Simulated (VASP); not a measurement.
A run of VASP 6.6.1:

Contents of POSCAR:

```
RbHgBr3
1.0
    7.6564118636      0.0000002789      0.0000000000
   -3.8282061733      6.6306470362      0.0000000000
    0.0000000000      0.0000000000      6.8606077263
Rb Br Hg
2 6 2
Direct
    0.6666666667      0.3333333333      0.2500000000
    0.3333333333      0.6666666667      0.7500000000
    0.1695316659      0.8304683341      0.2500000000
    0.3390633317      0.1695316659      0.7500000000
    0.1695316659      0.3390633317      0.2500000000
    0.8304683341      0.1695316659      0.7500000000
    0.6609366683      0.8304683341      0.2500000000
    0.8304683341      0.6609366683      0.7500000000
    0.0000000000      0.0000000000      0.0000000000
    0.0000000000      0.0000000000      0.5000000000
```

File INCAR.step1:

```
SYSTEM = RbHgBr3
  PREC = Accurate
  ENCUT = 520
  ISMEAR = -1
  SIGMA = 0.1
  LREAL = .FALSE.
  LASPH = .TRUE.
  NELM = 60
  NBANDS = 53
  GGA = PE
  ALGO = Normal
  EDIFF = 1E-4
  LWAVE = .TRUE.
  LCHARG = .FALSE.
```

The input INCAR.step2:

```
SYSTEM = RbHgBr3
  PREC = Accurate
  ENCUT = 520
  EDIFF = 1E-6
  ISMEAR = -1
  SIGMA = 0.1
  LREAL = .FALSE.
  LASPH = .TRUE.
  NELM = 60
  ALGO = Normal
  ISIF = 2
  LWAVE = .FALSE.
  LCHARG = .FALSE.
  METAGGA = R2SCAN
  LMIXTAU = .TRUE.
  NBANDS = 53
  ISTART = 1
```

File KPOINTS:

```
Automatic mesh
0
G
  4 4 4
  0 0 0
```

Potentials or basis: VASP PAW PBE potentials, release 64 (Rb_sv, Br, Hg).

Command:

```sh
$ cat potpaw_PBE.64/Rb_sv/POTCAR potpaw_PBE.64/Br/POTCAR potpaw_PBE.64/Hg/POTCAR > POTCAR
$ cp INCAR.step1 INCAR
$ mpirun -np 1 vasp_std > vasp.out
$ cp INCAR.step2 INCAR
$ mpirun -np 1 vasp_std > vasp.out
```

Hardware: 1 thread of Intel(R) Xeon(R) Platinum 8259CL CPU @ 2.50GHz (Skylake/Cascade Lake), on a shared host.

Problem. How long does it take, and how much memory?

Solution. It took 17 min on 1 thread of Intel(R) Xeon(R) Platinum 8259CL CPU @ 2.50GHz (Skylake/Cascade Lake) (shared host), peak memory 0.6 GiB. Counts: k points 12.
